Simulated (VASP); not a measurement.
# H5C16O in VASP: single point with PBE

Aim: the single point of H5C16O with PBE.

Program: VASP 6.6.1. These are calculated values, not measurements. Logs are shortened: lines on timing, memory, paths and dates and some standing lists are left out, and cuts for length are marked.

## 1. The cell of the first run

The cell holds a slab with vacuum, 22 atoms: a = 5.049 Å, b = 5.049 Å, c = 16.676 Å, α = 90.00°, β = 90.00°, γ = 60.00°.

## 2. Single point, PBE, collinear spin, ferromagnetic start

The input, INCAR:

```
SYSTEM = H5C16O
ALGO     = Normal         ! electronic algorithm
EDIFF    = 1E-6           ! SCF threshold, eV
ENCUT    = 520            ! plane-wave cutoff, eV
GGA      = PE             ! functional
ISIF     = 2              ! what is computed and relaxed
ISMEAR   = -1             ! smearing method
ISPIN    = 2              ! spin polarisation
LASPH    = .True.         ! aspherical terms in the spheres
LCHARG   = .False.        ! write CHGCAR
LORBIT   = 11             ! projections on sites
LREAL    = Auto         
LWAVE    = .False.        ! write WAVECAR
MAGMOM   = 0 0 0 0 0 0 0 0 0 0 0 0 0 0 0 0 0 0 0 0 0 1 ! initial moments
NBANDS   = 58             ! bands
NELM     = 150            ! most SCF steps
PREC     = Accurate       ! precision mode
SIGMA    = 0.05           ! smearing width, eV
```

The input, KPOINTS:

```
k-points
0
Gamma
  2 2 1
  0 0 0
```

The input, POSCAR:

```
H5C16O
1.0
    5.0487420000      0.0000000000      0.0000000000
    2.5243710000      4.3723390000      0.0000000000
    0.0000000000      0.0000000000     16.6764260000
H C O
5 16 1
Direct
    0.1666667000      0.1666667000      0.0599649000
    0.6666667000      0.1666667000      0.0599649000
    0.1666667000      0.6666667000      0.0599649000
    0.6666667000      0.6666667000      0.0599649000
    0.0959499519      0.8096459980      0.3879780618
    0.1666667000      0.1666667000      0.1259263000
    0.6666667000      0.1666667000      0.1259263000
    0.1666667000      0.6666667000      0.1259263000
    0.6666667000      0.6666667000      0.1259263000
   -0.1666667000      0.3333333000      0.1568253000
    0.3333333000      0.3333333000      0.1568253000
   -0.1666667000      0.8333333000      0.1568253000
    0.3333333000      0.8333333000      0.1568253000
   -0.1681687448      0.3363348758      0.2527458207
    0.3328183098      0.3343617806      0.2548805574
   -0.1681667862      0.8346301900      0.2521257526
    0.3335327647      0.8346425816      0.2521195198
   -0.0012382701      0.0024970579      0.2828172321
    0.4998291419      0.0003532541      0.2740424735
   -0.0016487255      0.5025809598      0.2745997905
    0.4990586235      0.5025879459      0.2745996397
   -0.0095131722      1.0191263454      0.3678754369
```

Potentials or basis: VASP PAW PBE potentials, release 64 (H, C, O).

On the command line:

```bash
$ cat potpaw_PBE.64/H/POTCAR potpaw_PBE.64/C/POTCAR potpaw_PBE.64/O/POTCAR > POTCAR
$ mpirun -np 1 vasp_std > vasp.out
```

OUTCAR:

```text
SYSTEM = H5C16O
   EDIFF = 1E-6
   ENCUT = 520
   GGA = PE
   ISIF = 2
   ISMEAR = -1
   ISPIN = 2
   LASPH = .True.
   LORBIT = 11
   LREAL = Auto
   NELM = 150
   PREC = Accurate

 ion  position               nearest neighbor table
   1  0.167  0.167  0.060-   6 1.10
   2  0.667  0.167  0.060-   7 1.10
   3  0.167  0.667  0.060-   8 1.10
   4  0.667  0.667  0.060-   9 1.10
   5  0.096  0.810  0.388-  22 0.98
   6  0.167  0.167  0.126-   1 1.10  11 1.55  10 1.55  13 1.55
   7  0.667  0.167  0.126-   2 1.10  10 1.55  11 1.55  12 1.55
   8  0.167  0.667  0.126-   3 1.10  13 1.55  12 1.55  11 1.55
   9  0.667  0.667  0.126-   4 1.10  12 1.55  13 1.55  10 1.55
  10  0.833  0.333  0.157-   7 1.55   6 1.55   9 1.55  14 1.60
  11  0.333  0.333  0.157-   6 1.55   7 1.55   8 1.55  15 1.64
  12  0.833  0.833  0.157-   9 1.55   8 1.55   7 1.55  16 1.59
  13  0.333  0.833  0.157-   8 1.55   9 1.55   6 1.55  17 1.59
  14  0.832  0.336  0.253-  20 1.50  21 1.50  18 1.54  10 1.60
  15  0.333  0.334  0.255-  19 1.49  21 1.50  20 1.50  11 1.64
  16  0.832  0.835  0.252-  19 1.50  20 1.50  18 1.55  12 1.59
  17  0.334  0.835  0.252-  19 1.50  21 1.50  18 1.55  13 1.59
  18  0.999  0.002  0.283-  22 1.42  14 1.54  17 1.55  16 1.55
  19  0.500  0.000  0.274-  15 1.49  16 1.50  17 1.50
  20  0.998  0.503  0.275-  15 1.50  16 1.50  14 1.50
  21  0.499  0.503  0.275-  15 1.50  17 1.50  14 1.50
  22  0.990  0.019  0.368-   5 0.98  18 1.42

  LATTYP: Found a hexagonal cell.
 ALAT       =     5.0487421480
 C/A-ratio  =     3.3030853055

  Lattice vectors:

 A1 = (  -2.5243710000,  -4.3723390000,   0.0000000000)
 A2 = (   5.0487420000,   0.0000000000,   0.0000000000)
 A3 = (   0.0000000000,   0.0000000000,  16.6764260000)

Analysis of symmetry for initial positions (statically):
=====================================================================
 Subroutine PRICEL returns:
 Original cell was already a primitive cell.

 Routine SETGRP: Setting up the symmetry group for a
 hexagonal supercell.

 Subroutine GETGRP returns: Found  1 space group operations
 (whereof  1 operations were pure point group operations)
 out of a pool of 24 trial point group operations.

The static configuration has the point symmetry C_1 .

Analysis of symmetry for dynamics (positions and initial velocities):
=====================================================================
 Subroutine PRICEL returns:
 Original cell was already a primitive cell.

 Routine SETGRP: Setting up the symmetry group for a
 hexagonal supercell.

 Subroutine GETGRP returns: Found  1 space group operations
 (whereof  1 operations were pure point group operations)
 out of a pool of 24 trial point group operations.

The dynamic configuration has the point symmetry C_1 .

Analysis of structural, dynamic, and magnetic symmetry:
=====================================================================
 Subroutine PRICEL returns:
 Original cell was already a primitive cell.

 Routine SETGRP: Setting up the symmetry group for a
 hexagonal supercell.

 Subroutine GETGRP returns: Found  1 space group operations
 (whereof  1 operations were pure point group operations)
 out of a pool of 24 trial point group operations.

The overall configuration has the point symmetry C_1 .

 Subroutine INISYM returns: Found  1 space group operations
 (whereof  1 operations are pure point group operations),
 and found     1 'primitive' translations

----------------------------------------------------------------------------------------

                                     Primitive cell

  volume of cell :     368.1290

  direct lattice vectors                    reciprocal lattice vectors
     5.048742000  0.000000000  0.000000000     0.198069143 -0.114355268  0.000000000
     2.524371000  4.372339000  0.000000000     0.000000000  0.228710537  0.000000000
     0.000000000  0.000000000 16.676426000     0.000000000  0.000000000  0.059964887

  length of vectors
     5.048742000  5.048742148 16.676426000     0.228710544  0.228710537  0.059964887

  position of ions in fractional coordinates (direct lattice)
     0.166666700  0.166666700  0.059964900
     0.666666700  0.166666700  0.059964900
     0.166666700  0.666666700  0.059964900
     0.666666700  0.666666700  0.059964900
     0.095949952  0.809645998  0.387978062
     0.166666700  0.166666700  0.125926300
[... 14 lines left out ...]
     0.499058623  0.502587946  0.274599640
[... 65 lines left out ...]
   NGX,Y,Z   is equivalent  to a cutoff of  13.17, 13.17, 12.56 a.u.
   NGXF,Y,Z  is equivalent  to a cutoff of  26.34, 26.34, 25.12 a.u.
 SYSTEM =  H5C16O
   PREC   = accura    normal or accurate (medium, high low for compatibility)
   ISTART =      0    job   : 0-new  1-cont  2-samecut
   ICHARG =      2    charge: 1-file 2-atom 10-const
   ISPIN  =      2    spin polarized calculation?
   LNONCOLLINEAR =      F non collinear calculations
   LSORBIT =      F    spin-orbit coupling
   LASPH  =      T    aspherical Exc in radial PAW
   ENCUT  =  520.0 eV  38.22 Ry    6.18 a.u.   9.39  9.39 31.01*2*pi/ulx,y,z
   NELM   =    150;   NELMIN=  2; NELMDL= -5     # of ELM steps
   EDIFF  = 0.1E-05   stopping-criterion for ELM
   LREAL  =      T    real-space projection
   EDIFFG = 0.1E-04   stopping-criterion for IOM
   NSW    =      0    number of steps for IOM
   IBRION =     -1    ionic relax: 0-MD 1-quasi-New 2-CG
   NFREE  =      0    steps in history (QN), initial steepest desc. (CG)
   ISIF   =      2    stress and relaxation
   ISYM   =      2    0-nonsym 1-usesym 2-fastsym
   POTIM  = 0.5000    time-step for ionic-motion
   TEBEG  =    0.0;   TEEND  =   0.0 temperature during run
   PSTRESS=    0.0 pullay stress
   NELECT =      75.0000    total number of electrons
   NUPDOWN=      -1.0000    fix difference up-down
   EMIN   =  10.00;   EMAX   =-10.00  energy-range for DOS
   EFERMI =   0.00;   METHOD = LEGACY
   ISMEAR =    -1;   SIGMA  =   0.05  broadening in eV -4-tet -1-fermi 0-gaus
   EFERMI_NEDOS =   21; number of points for ismear=-14 and -15
   IALGO  =     38    algorithm
   IMIX   =      4    mixing-type and parameters
     AMIX     =   0.40;   BMIX     =  1.00
     AMIX_MAG =   1.60;   BMIX_MAG =  1.00
  volume/ion in A,a.u.               =      16.73       112.92
  Fermi-wavevector in a.u.,A,eV,Ry     =   0.963301  1.820375 12.625505  0.927948
  Thomas-Fermi vector in A             =   2.092834
   LORBIT       =     11    0 simple, 1 ext, 2 COOP (PROOUT), +10 PAW based schemes
   GGA     = PE    functional components
   LHFCALC =     F    Hartree Fock is set to
   AEXX    =    0.0000 exact exchange contribution
   IVDW    =     0    specifies the selected vdW correction
   LEPSILON=     F    determine dielectric tensor
   LRPA    =     F    only Hartree local field effects (RPA)
 spin polarized calculation
  energy-cutoff  :      520.00
  volume of cell :      368.13
 maximum number of plane-waves:      9915
 NGX is ok and might be reduce to    40
   NGX = 19   NGY = 19   NGZ = 63

 number of electron      75.0000001 magnetization       2.9998684

 Free energy of the ion-electron system (eV)
  ---------------------------------------------------
  ext. energy  EPLUGINS =         0.00000000
  ---------------------------------------------------
  free energy    TOTEN  =      -164.68394815 eV

  energy without entropy =     -164.68388915  energy(sigma->0) =     -164.68391865

 E-fermi :   0.2732     XC(G=0):  -4.9620

 val. band max:       -0.1827965492   @ k =   0.5000   0.5000   0.0000
 cond. band min:       0.6901560986   @ k =   0.0000   0.0000   0.0000
 fundamental gap:      0.8729526478
 Fermi energy:         0.2732439355

 spin component 1

 k-point     1 :       0.0000    0.0000    0.0000
  band No.  band energies     occupation
      1     -22.0487      1.00000
      2     -20.6625      1.00000
      3     -17.9300      1.00000
      4     -15.7161      1.00000
      5     -15.6995      1.00000
      6     -15.5934      1.00000
[... 197 lines left out ...]
     48       5.8940      0.00000
     49       6.4369      0.00000
 Fermi energy:         0.2732439355

 spin component 2

 k-point     1 :       0.0000    0.0000    0.0000
  band No.  band energies     occupation
      1     -21.9745      1.00000
      2     -20.4860      1.00000
      3     -17.7056      1.00000
      4     -15.5215      1.00000
      5     -15.5104      1.00000
      6     -15.4293      1.00000
[... 197 lines left out ...]
     48       6.1132      0.00000
     49       6.7197      0.00000
 [bands above 49 left out]

------------------------ aborting loop because EDIFF is reached ----------------------------------------

  FORCE on cell =-STRESS in cart. coord.  units (eV):
  Direction    XX          YY          ZZ          XY          YZ          ZX
  --------------------------------------------------------------------------------------
  -------------------------------------------------------------------------------------
  Total        1.7035456      1.6828569     -0.9651952      0.0013178     -0.4035131      0.0003786
  in kB        7.4142009      7.3241593     -4.2007397      0.0057352     -1.7561767      0.0016479
  external PRESSURE =       3.5125402 kB  Pullay stress =       0.0000000 kB

 VOLUME and BASIS-vectors are now :
 -----------------------------------------------------------------------------
  energy-cutoff  :      520.00
  volume of cell :      368.13
      direct lattice vectors                 reciprocal lattice vectors
     5.048742000  0.000000000  0.000000000     0.198069143 -0.114355268  0.000000000
     2.524371000  4.372339000  0.000000000     0.000000000  0.228710537  0.000000000
     0.000000000  0.000000000 16.676426000     0.000000000  0.000000000  0.059964887

 POSITION                                       TOTAL-FORCE (eV/Angst)
 -----------------------------------------------------------------------------------
      1.26219      0.72872      1.00000         0.005028      0.009942     -0.234286
      3.78656      0.72872      1.00000        -0.005040      0.009952     -0.234373
      2.52437      2.91489      1.00000         0.000037     -0.005624     -0.239419
      5.04874      2.91489      1.00000        -0.000020     -0.002858     -0.176531
      2.52827      3.54005      6.47009        -0.000067     -0.089406      0.093437
      1.26219      0.72872      2.10000         0.033595      0.022151      1.512480
[... 14 lines left out ...]
      3.78834      2.19748      4.57934         0.049558     -0.071319      0.093131
      5.04899      0.08363      6.13485        -0.000159      0.047489      0.100621
 -----------------------------------------------------------------------------------
    total drift:                               -0.000208     -0.003432     -0.067625

  FREE ENERGIE OF THE ION-ELECTRON SYSTEM (eV)
  ---------------------------------------------------
  free  energy   TOTEN  =      -164.6839481452 eV

  energy  without entropy=     -164.6838891506  energy(sigma->0) =     -164.68391865

 total charge

# of ion       s       p       d       tot
------------------------------------------
    1        0.648   0.044   0.000   0.692
    2        0.648   0.044   0.000   0.692
    3        0.648   0.044   0.000   0.692
    4        0.649   0.044   0.000   0.692
    5        0.620   0.120   0.000   0.740
    6        0.833   1.758   0.000   2.591
[... 14 lines left out ...]
   21        0.841   1.688   0.000   2.529
   22        1.567   3.581   0.000   5.148
--------------------------------------------------
tot         18.074  31.516   0.000  49.590

 magnetization (x)

# of ion       s       p       d       tot
------------------------------------------
    1        0.009  -0.000   0.000   0.009
    2        0.009  -0.000   0.000   0.009
    3        0.009   0.000   0.000   0.009
    4        0.005  -0.000   0.000   0.005
    5       -0.000   0.002   0.000   0.001
    6        0.002   0.006   0.000   0.008
[... 14 lines left out ...]
   21        0.043   0.402   0.000   0.445
   22        0.001   0.025   0.000   0.026
--------------------------------------------------
tot          0.207   1.461   0.000   1.668
```

Run time: 8.1 min. Hardware: 1 thread of Intel Xeon Platinum 8259CL at 2.50GHz (Skylake/Cascade Lake), shared host; peak memory 0.66 GiB.

Results:

| Item | Value |
| --- | --- |
| Free energy | -164.6839 eV |
| Largest force | 1.639 eV/Å |
| Band gap on the k mesh | 0.87 eV (least direct gap 1.09 eV) |
| Net moment | 3.00 μB per cell |
| Site moments | H +0.01, +0.00 (each value once); C +0.01, -0.01, +0.07, +0.12, -0.03, -0.04, +0.03, +0.46, +0.45 (each value once); O +0.03 μB |
| Valence electrons inside the program's atomic spheres | H 0.69, 0.74 (each value once); C 2.59, 2.54, 2.53, 2.58, 2.57, 2.50 (each value once); O 5.15 |

Forces in eV/Å, atoms in the order of the input:
```
H    0.005  0.010 -0.234
H   -0.005  0.010 -0.234
H    0.000 -0.006 -0.239
H    0.000 -0.003 -0.177
H    0.000 -0.089  0.093
C    0.034  0.022  1.512
C   -0.034  0.022  1.512
C    0.000 -0.040  1.470
C    0.000 -0.003  1.541
C    0.000 -0.224 -1.201
C    0.000  0.073 -1.638
C    0.253  0.139 -1.333
C   -0.253  0.139 -1.334
C    0.000 -0.018  0.036
C    0.000  0.065 -0.317
C    0.011 -0.006  0.073
C   -0.010 -0.006  0.076
C    0.000  0.043 -0.146
C    0.000 -0.034  0.251
C   -0.049 -0.071  0.093
C    0.050 -0.071  0.093
O    0.000  0.047  0.101
```

Caveat: the k points lie up to 0.72 Å⁻¹ apart; there is no dipole correction, which matters where the two faces differ.
